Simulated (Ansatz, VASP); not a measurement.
# HgTe: VASP beside Ansatz

```
Hg Te
1.0
     0.09670    3.27185    3.27185
     3.27185    0.09670    3.27185
     3.27185    3.27185    0.09670
Hg Te
1 1
Direct
  0.00000 0.00000 0.00000
  0.75000 0.75000 0.75000
```

Change from the starting cell: equal xy, yz and zx shear strains of +3 %.

Alike in both runs: task single point; functional LDA; k mesh 11 × 11 × 11; occupations fermi-dirac, width 0.03 eV; no spin polarisation.

|  | VASP | Ansatz |
| --- | --- | --- |
| version | VASP 6.6.1 | Ansatz 0.2.0 |
| potentials or method | VASP PAW LDA potentials, release 64 (Hg, Te), cutoff 520 eV | all-electron LAPW, scalar-relativistic |

Ansatz gave:

| Quantity | Value |
| --- | --- |
| pressure (GPa) | 0.0 |
| traceless stress, the component that is largest in VASP (GPa) | -1.13 |
| rms of the force components (eV/Å) | 0.131 |

**Question.** Which values does VASP return?

**Answer.** Pressure (GPa): 0.2; traceless stress, the component that is largest in VASP (GPa): -1.16; rms of the force components (eV/Å): 0.140.

LDA's correlation is that of Perdew and Zunger in VASP and of Perdew and Wang (1992) in Ansatz. Atom by atom the forces differ by 0.009 eV/Å (rms over components). Ansatz ran all-electron here, and VASP with PAW potentials.

Neither program's run includes spin-orbit coupling.
